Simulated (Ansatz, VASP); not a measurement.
**MnO: VASP beside Ansatz**

```
CELL_PARAMETERS angstrom
0.00000 2.19784 2.26410
2.19784 0.00000 2.26410
2.19784 2.19784 0.00000
ATOMIC_POSITIONS crystal
Mn 0.00000 0.00000 0.00000
O 0.50000 0.50000 0.50000
```

Change from the starting cell: z stretched by +2 % at fixed volume, PAW files.

Alike in both runs: task electric field gradients; functional PBE; k mesh 13 × 13 × 13; occupations fermi-dirac, width 0.05 eV; collinear spin.

```csv
,VASP,Ansatz
version,VASP 6.6.1,Ansatz 0.2.0
potentials or method,"VASP PAW PBE potentials, release 64 (Mn_pv, O)","PAW with Ansatz's default frozen-core files, scalar-relativistic"
plane-wave cutoff (eV),520,420
valence electrons in the cell,19,21
```

Ansatz gave:

| Property | Result |
| --- | --- |
| pressure (GPa) | 0.1 |
| traceless stress, the component that is largest in VASP (GPa) | 0.57 |
| net moment per atom (μB) | 2.37 |
| size of the moment on the site where the two differ most (μB) | 4.00 |
| size of Vzz on the site where it differs most (V/Å²) | 6.8 |

Task: Estimate VASP's values.

Result: Pressure (GPa): 0.3; traceless stress, the component that is largest in VASP (GPa): 0.47; net moment per atom (μB): 2.37; size of the moment on the site where the two differ most (μB): 4.31; size of Vzz on the site where it differs most (V/Å²): 7.0.

Site moments also hang on the region over which each program counts them. With one functional, cell and mesh, what is left measures potentials, basis and numerics. VASP's potentials hold 19 valence electrons a cell and Ansatz's 21, so a difference there can come from the potentials and not from the codes.
